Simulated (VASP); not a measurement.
# SnTe (wurtzite type) (P6_3mc) in VASP: further runs

Runs on SnTe (wurtzite type). Level: PBE. Tasks: single point, relaxation of cell and atoms.

Program: VASP 6.6.1. These are calculated values, not measurements. Logs are shortened: lines on timing, memory, paths and dates and some standing lists are left out, and cuts for length are marked.

**1. The cell of the first run**

It takes space group P6_3mc (No. 186, hexagonal). Conventional cell: a = 5.436 Å, b = 5.436 Å, c = 6.528 Å, α = 90.00°, β = 90.00°, γ = 120.00°. Within 4.0 Å of Sn (site symmetry 3m) lie 5 Te at 3.06 to 3.47 Å. Within 4.0 Å of Te (site symmetry 3m) lie 5 Sn at 3.06 to 3.47 Å.

**2. Single point, PBE**

Input file INCAR:

```
SYSTEM = SnTe
PREC = Accurate ; ENCUT = 500
EDIFF = 1E-6 ; ISMEAR = -1
SIGMA = 0.05 ; LREAL = .FALSE.
LASPH = .TRUE. ; NELM = 120
ALGO = Normal ; ISIF = 2
LWAVE = .FALSE. ; LCHARG = .FALSE.
GGA = PE ; NBANDS = 28
GGA_COMPAT = .FALSE.
```

Input file KPOINTS:

```
regular mesh
0
G
  9 9 5
  0 0 0
```

Input file POSCAR:

```
SnTe
1.0
    5.4359348646      0.0000000000      0.0000000000
   -2.7179674323      4.7076576861      0.0000000000
    0.0000000000      0.0000000000      6.5282277187
Sn Te
2 2
Direct
    0.3333333333      0.6666666667     -0.0463843560
    0.6666666667      0.3333333333      0.4536156440
    0.3333333333      0.6666666667      0.4223843560
    0.6666666667      0.3333333333      0.9223843560
```

Potentials or basis: VASP PAW PBE potentials, release 64 (Sn_d, Te).

Launch:

```console
cat potpaw_PBE.64/Sn_d/POTCAR potpaw_PBE.64/Te/POTCAR > POTCAR
mpirun -np 1 vasp_std > vasp.out
```

OUTCAR:

```text
SYSTEM = SnTe
   PREC = Accurate
   ENCUT = 500
   EDIFF = 1E-6
   ISMEAR = -1
   LREAL = .FALSE.
   LASPH = .TRUE.
   NELM = 120
   ISIF = 2
   GGA = PE

 ion  position               nearest neighbor table
   1  0.333  0.667  0.954-   3 3.06   4 3.15   4 3.15   4 3.15   3 3.47
   2  0.667  0.333  0.454-   4 3.06   3 3.15   3 3.15   3 3.15   4 3.47
   3  0.333  0.667  0.422-   1 3.06   2 3.15   2 3.15   2 3.15   1 3.47
   4  0.667  0.333  0.922-   2 3.06   1 3.15   1 3.15   1 3.15   2 3.47

  LATTYP: Found a hexagonal cell.
 ALAT       =     5.4359348646
 C/A-ratio  =     1.2009392830

  Lattice vectors:

 A1 = (   5.4359348646,   0.0000000000,   0.0000000000)
 A2 = (  -2.7179674323,   4.7076576861,   0.0000000000)
 A3 = (   0.0000000000,   0.0000000000,   6.5282277187)

Analysis of symmetry for initial positions (statically):
=====================================================================
 Subroutine PRICEL returns:
 Original cell was already a primitive cell.

 Routine SETGRP: Setting up the symmetry group for a
 hexagonal supercell.

 Subroutine GETGRP returns: Found 12 space group operations
 (whereof  6 operations were pure point group operations)
 out of a pool of 24 trial point group operations.

The static configuration has the point symmetry C_3v.
 The point group associated with its full space group is C_6v.

Analysis of symmetry for dynamics (positions and initial velocities):
=====================================================================
 Subroutine PRICEL returns:
 Original cell was already a primitive cell.

 Routine SETGRP: Setting up the symmetry group for a
 hexagonal supercell.

 Subroutine GETGRP returns: Found 12 space group operations
 (whereof  6 operations were pure point group operations)
 out of a pool of 24 trial point group operations.

The dynamic configuration has the point symmetry C_3v.
 The point group associated with its full space group is C_6v.

 Subroutine INISYM returns: Found 12 space group operations
 (whereof  6 operations are pure point group operations),
 and found     1 'primitive' translations

----------------------------------------------------------------------------------------

                                     Primitive cell

  volume of cell :     167.0607

  direct lattice vectors                    reciprocal lattice vectors
     5.435934865  0.000000000  0.000000000     0.183960997  0.106209931  0.000000000
    -2.717967432  4.707657686  0.000000000     0.000000000  0.212419863  0.000000000
     0.000000000  0.000000000  6.528227719     0.000000000  0.000000000  0.153180931

  length of vectors
     5.435934865  5.435934865  6.528227719     0.212419863  0.212419863  0.153180931

  position of ions in fractional coordinates (direct lattice)
     0.333333333  0.666666667  0.953615644
     0.666666667  0.333333333  0.453615644
     0.333333333  0.666666667  0.422384356
     0.666666667  0.333333333  0.922384356

  ion indices of the primitive-cell ions
   primitive index   ion index
                 1           1
                 2           2
                 3           3
                 4           4

----------------------------------------------------------------------------------------

 KPOINTS: regular mesh

Automatic generation of k-mesh.
 Grid dimensions read from file:
 generate k-points for:    9    9    5

 Generating k-lattice:

  Cartesian coordinates                     Fractional coordinates (reciprocal lattice)
     0.020440111  0.011801103  0.000000000     0.111111111  0.000000000  0.000000000
     0.000000000  0.023602207  0.000000000     0.000000000  0.111111111  0.000000000
     0.000000000  0.000000000  0.030636186     0.000000000  0.000000000  0.200000000

  Length of vectors
     0.023602207  0.023602207  0.030636186

  Shift w.r.t. Gamma in fractional coordinates (k-lattice)
     0.000000000  0.000000000  0.000000000

 Subroutine IBZKPT returns following result:
 ===========================================

 Found     36 irreducible k-points:

 Following reciprocal coordinates:
            Coordinates               Weight
  0.000000  0.000000  0.000000      1.000000
  0.111111  0.000000  0.000000      6.000000
  0.222222 -0.000000  0.000000      6.000000
  0.333333  0.000000  0.000000      6.000000
  0.444444 -0.000000  0.000000      6.000000
  0.111111  0.111111  0.000000      6.000000
[... 16 lines left out ...]
  0.333333  0.222222  0.200000     24.000000
  0.333333  0.333333  0.200000      4.000000
 [... further k-points ...]
   k-points           NKPTS =     36   k-points in BZ     NKDIM =     36   number of bands    NBANDS=     28
   number of dos      NEDOS =    301   number of ions     NIONS =      4
   total plane-waves  NPLWV =  76800
   dimension x,y,z NGX =    40 NGY =   40 NGZ =   48
   dimension x,y,z NGXF=    80 NGYF=   80 NGZF=   96
   ions per type =               2   2
   NGX,Y,Z   is equivalent  to a cutoff of  12.23, 12.23, 12.22 a.u.
   NGXF,Y,Z  is equivalent  to a cutoff of  24.47, 24.47, 24.45 a.u.
 SYSTEM =  SnTe
   PREC   = accura    normal or accurate (medium, high low for compatibility)
   ISTART =      0    job   : 0-new  1-cont  2-samecut
   ICHARG =      2    charge: 1-file 2-atom 10-const
   ISPIN  =      1    spin polarized calculation?
   LNONCOLLINEAR =      F non collinear calculations
   LSORBIT =      F    spin-orbit coupling
   LASPH  =      T    aspherical Exc in radial PAW
   ENCUT  =  500.0 eV  36.75 Ry    6.06 a.u.   9.91  9.91 11.90*2*pi/ulx,y,z
   NELM   =    120;   NELMIN=  2; NELMDL= -5     # of ELM steps
   EDIFF  = 0.1E-05   stopping-criterion for ELM
   LREAL  =      F    real-space projection
   EDIFFG = 0.1E-04   stopping-criterion for IOM
   NSW    =      0    number of steps for IOM
   IBRION =     -1    ionic relax: 0-MD 1-quasi-New 2-CG
   NFREE  =      0    steps in history (QN), initial steepest desc. (CG)
   ISIF   =      2    stress and relaxation
   ISYM   =      2    0-nonsym 1-usesym 2-fastsym
   POTIM  = 0.5000    time-step for ionic-motion
   TEBEG  =    0.0;   TEEND  =   0.0 temperature during run
   PSTRESS=    0.0 pullay stress
   NELECT =      40.0000    total number of electrons
   NUPDOWN=      -1.0000    fix difference up-down
   EMIN   =  10.00;   EMAX   =-10.00  energy-range for DOS
   EFERMI =   0.00;   METHOD = LEGACY
   ISMEAR =    -1;   SIGMA  =   0.05  broadening in eV -4-tet -1-fermi 0-gaus
   EFERMI_NEDOS =   21; number of points for ismear=-14 and -15
   IALGO  =     38    algorithm
   IMIX   =      4    mixing-type and parameters
     AMIX     =   0.40;   BMIX     =  1.00
     AMIX_MAG =   1.60;   BMIX_MAG =  1.00
  volume/ion in A,a.u.               =      41.77       281.85
  Fermi-wavevector in a.u.,A,eV,Ry     =   1.016569  1.921036 14.060420  1.033412
  Thomas-Fermi vector in A             =   2.149920
   LORBIT       =      0    0 simple, 1 ext, 2 COOP (PROOUT), +10 PAW based schemes
   GGA     = PE    functional components
   LHFCALC =     F    Hartree Fock is set to
   AEXX    =    0.0000 exact exchange contribution
   IVDW    =     0    specifies the selected vdW correction
   LEPSILON=     F    determine dielectric tensor
   LRPA    =     F    only Hartree local field effects (RPA)
 non-spin polarized calculation
  energy-cutoff  :      500.00
  volume of cell :      167.06
 maximum number of plane-waves:      4284
 NGX is ok and might be reduce to    40
   NGX = 19   NGY = 19   NGZ = 23

 number of electron      40.0000004 magnetization

 Free energy of the ion-electron system (eV)
  ---------------------------------------------------
  ext. energy  EPLUGINS =         0.00000000
  ---------------------------------------------------
  free energy    TOTEN  =       -14.66183695 eV

  energy without entropy =      -14.66180700  energy(sigma->0) =      -14.66182198

 E-fermi :   4.2839     XC(G=0):  -7.9453

 val. band max:        3.8922486204   @ k =   0.3333   0.3333   0.4000
 cond. band min:       4.6953883532   @ k =   0.1111   0.1111   0.0000
 fundamental gap:      0.8031397328
 Fermi energy:         4.2839133655

 k-point     1 :       0.0000    0.0000    0.0000
  band No.  band energies     occupation
      1     -17.6978      2.00000
      2     -17.6978      2.00000
      3     -17.6976      2.00000
      4     -17.6976      2.00000
      5     -17.6901      2.00000
      6     -17.6817      2.00000
[... 20 lines left out ...]
     27       8.8395      0.00000
     28       8.8395      0.00000

 k-point     2 :       0.1111    0.0000    0.0000
  band No.  band energies     occupation
      1     -17.6984      2.00000
      2     -17.6978      2.00000
      3     -17.6976      2.00000
      4     -17.6972      2.00000
      5     -17.6894      2.00000
      6     -17.6818      2.00000
[... 20 lines left out ...]
     27       8.7096      0.00000
     28       8.9366      0.00000

 k-point     3 :       0.2222   -0.0000    0.0000
  band No.  band energies     occupation
      1     -17.6994      2.00000
      2     -17.6979      2.00000
      3     -17.6977      2.00000
      4     -17.6966      2.00000
      5     -17.6877      2.00000
      6     -17.6821      2.00000
[... 20 lines left out ...]
     27       8.6758      0.00000
     28       9.3598      0.00000

 k-point     4 :       0.3333    0.0000    0.0000
  band No.  band energies     occupation
      1     -17.7002      2.00000
      2     -17.6982      2.00000
      3     -17.6974      2.00000
      4     -17.6960      2.00000
      5     -17.6858      2.00000
      6     -17.6823      2.00000
[... 578 lines left out ...]
     27       8.2739      0.00000
     28       9.1632      0.00000

 k-point    23 :       0.3333    0.2222    0.2000
  band No.  band energies     occupation
      1     -17.6997      2.00000
      2     -17.6989      2.00000
      3     -17.6972      2.00000
      4     -17.6956      2.00000
      5     -17.6839      2.00000
      6     -17.6827      2.00000
[... 20 lines left out ...]
     27       8.3970      0.00000
     28       9.0466      0.00000

 k-point    24 :       0.3333    0.3333    0.2000
  band No.  band energies     occupation
      1     -17.6993      2.00000
      2     -17.6993      2.00000
      3     -17.6973      2.00000
      4     -17.6954      2.00000
      5     -17.6832      2.00000
      6     -17.6832      2.00000
[... 20 lines left out ...]
     27       8.5785      0.00000
     28       9.2955      0.00000

 [... further k-points ...]

------------------------ aborting loop because EDIFF is reached ----------------------------------------

  FORCE on cell =-STRESS in cart. coord.  units (eV):
  Direction    XX          YY          ZZ          XY          YZ          ZX
  --------------------------------------------------------------------------------------
  -------------------------------------------------------------------------------------
  Total       -0.0122753     -0.0122753     -0.0257960      0.0000000      0.0000000      0.0000000
  in kB       -0.1177246     -0.1177246     -0.2473937      0.0000000      0.0000000      0.0000000
  external PRESSURE =      -0.1609476 kB  Pullay stress =       0.0000000 kB

 VOLUME and BASIS-vectors are now :
 -----------------------------------------------------------------------------
  energy-cutoff  :      500.00
  volume of cell :      167.06
      direct lattice vectors                 reciprocal lattice vectors
     5.435934865  0.000000000  0.000000000     0.183960997  0.106209931  0.000000000
    -2.717967432  4.707657686  0.000000000     0.000000000  0.212419863  0.000000000
     0.000000000  0.000000000  6.528227719     0.000000000  0.000000000  0.153180931

 POSITION                                       TOTAL-FORCE (eV/Angst)
 -----------------------------------------------------------------------------------
     -0.00000      3.13844      6.22542         0.000000     -0.000000     -0.001667
      2.71797      1.56922      2.96131        -0.000000      0.000000     -0.001667
     -0.00000      3.13844      2.75742         0.000000     -0.000000      0.001667
      2.71797      1.56922      6.02154        -0.000000      0.000000      0.001667
 -----------------------------------------------------------------------------------
    total drift:                               -0.000000      0.000000      0.000144

  FREE ENERGIE OF THE ION-ELECTRON SYSTEM (eV)
  ---------------------------------------------------
  free  energy   TOTEN  =       -14.6618369521 eV

  energy  without entropy=      -14.6618070004  energy(sigma->0) =      -14.66182198
```

Run time: 2.5 min. Hardware: 1 thread of Intel Xeon Platinum 8259CL at 2.50GHz (Skylake/Cascade Lake), shared host; peak memory 0.34 GiB.

Results:

```yaml
Free_energy: -14.6618 eV
Pressure: 0.0 GPa
Band_gap_on_the_k_mesh: 0.80 eV (least direct gap 1.20 eV)
```

Levels at points of the mesh, in eV from the valence-band top:
```tsv
k point	band 16	band 17	band 18	band 19	band 20	band 21	band 22	band 23	band 24	band 25
(0.00, 0.00, 0.00)	-3.07	-3.07	-1.75	-1.75	-1.74	0.84	0.84	2.46	2.46	3.61
```

Caveat: spin-orbit coupling is left out, which moves the levels of the heavy elements. A k mesh can miss the band edges.

**3. Relaxation of cell and atoms, PBE**

This run uses another cell than the first one, of 33.37 Å³/atom.

Input file INCAR:

```
PREC = Accurate
ENCUT = 500
EDIFF = 1E-7
ISMEAR = -1
SIGMA = 0.05
LREAL = False
LASPH = True
NELM = 120
ALGO = Normal
ISIF = 3
LWAVE = False
LCHARG = False
GGA = PE
IBRION = 2
NSW = 100
EDIFFG = -0.005
GGA_COMPAT = False
NELMIN = 4
```

Input file KPOINTS:

```
regular mesh
0
Gamma
  9 9 5
```

Input file POSCAR:

```
SnTe
1.0
    4.5558582445      0.0000000000      0.0000000000
   -2.2779291223      3.9454889758      0.0000000000
    0.0000000000      0.0000000000      7.4260489385
Sn Te
2 2
Direct
    0.3333333333      0.6666666667      0.0000000000
    0.6666666667      0.3333333333      0.5000000000
    0.3333333333      0.6666666667      0.3760000000
    0.6666666667      0.3333333333      0.8760000000
```

Potentials or basis: VASP PAW PBE potentials, release 64 (Sn_d, Te).

Launch:

```console
cat potpaw_PBE.64/Sn_d/POTCAR potpaw_PBE.64/Te/POTCAR > POTCAR
mpirun -np 1 vasp_std > vasp.out
```

Run time: 53 min. Hardware: 1 thread of Intel Xeon Platinum 8259CL at 2.50GHz (Skylake/Cascade Lake), shared host; peak memory 0.33 GiB.

It converged, with:

- Free energy: -14.6544 eV
- Relaxed volume: 41.68 Å³/atom
- Relaxed cell: a = 5.432 Å, b = 5.432 Å, c = 6.525 Å, α = 90.00°, β = 90.00°, γ = 120.00°
- Space group after relaxing (to 0.1 Å): P6_3mc (No. 186)
- Energy gained by relaxing: 570.8 meV/atom
- Ionic steps: 39
- Pressure after relaxing: 0.0 GPa
- Band gap on the k mesh: 0.80 eV (least direct gap 1.19 eV)

Forces on the atoms (eV/Å):
```
Sn   0.000  0.000 -0.002
Sn   0.000  0.000 -0.002
Te   0.000  0.000  0.002
Te   0.000  0.000  0.002
```

The path:
```csv
step,energy change (eV),largest force (eV/Å),pressure (GPa),volume (Å³)
1,0.0000,0.1320,15.86,133.48
2,-1.7800,0.0007,-2.40,207.98
3,-1.9674,0.0113,0.15,183.94
4,-1.9679,0.0111,-0.04,185.27
5,-1.9711,0.0427,-0.03,185.22
6,-1.9784,0.1467,0.01,185.05
7,-1.9771,0.4043,0.17,184.52
8,-1.9810,0.2439,0.06,184.87
9,-1.9828,0.2506,0.05,184.91
10,-1.9882,0.2720,0.02,185.03
11,-1.9991,0.3182,-0.03,185.22
12,-2.0189,0.4281,-0.14,185.45
13,-2.0234,0.7199,-0.25,185.20
14,-2.0282,0.5895,-0.22,185.42
15,-2.0315,0.5894,-0.24,185.43
16,-2.0409,0.5895,-0.32,185.42
17,-2.0566,0.5938,-0.46,185.35
18,-2.0697,0.6089,-0.72,185.00
19,-2.0973,0.5366,-0.79,184.08
20,-2.1626,0.3487,-0.98,181.33
21,-2.2240,0.0971,-1.07,175.79
22,-2.2260,0.0635,-1.02,174.57
23,-2.2648,0.0569,-0.57,171.10
24,-2.2816,0.0462,0.01,167.41
25,-2.2817,0.0448,0.08,167.05
26,-2.2817,0.0453,0.05,167.20
27,-2.2821,0.0337,-0.01,167.47
28,-2.2821,0.0204,-0.08,167.78
29,-2.2822,0.0235,-0.06,167.71
30,-2.2823,0.0214,-0.02,167.51
31,-2.2824,0.0201,-0.02,167.37
32,-2.2826,0.0172,0.02,167.08
33,-2.2825,0.0119,0.09,166.52
34,-2.2826,0.0150,0.05,166.84
35,-2.2827,0.0139,0.05,166.80
36,-2.2830,0.0113,0.04,166.71
37,-2.2832,0.0068,0.03,166.51
38,-2.2832,0.0074,0.04,166.54
39,-2.2833,0.0022,0.00,166.71
```

Final structure:
```
CELL_PARAMETERS angstrom
5.43153 0.00000 0.00000
-2.71577 4.70384 0.00000
0.00000 0.00000 6.52504
ATOMIC_POSITIONS crystal
Sn 0.33333 0.66667 0.95348
Sn 0.66667 0.33333 0.45348
Te 0.33333 0.66667 0.42252
Te 0.66667 0.33333 0.92252
```

Levels at points of the mesh, in eV from the valence-band top:
```
           k point  band 16  band 17  band 18  band 19  band 20  band 21  band 22  band 23  band 24
(0.00, 0.00, 0.00)    -3.08    -3.08    -1.76    -1.76    -1.74     0.84     0.84     2.46     2.46
```

Caveat: the volume moved by over 15 % at a fixed basis, so the end points are rough; semilocal functionals underestimate gaps, and a narrow one can read as zero; spin-orbit coupling is left out, which moves the levels of the heavy elements. A k mesh can miss the band edges.
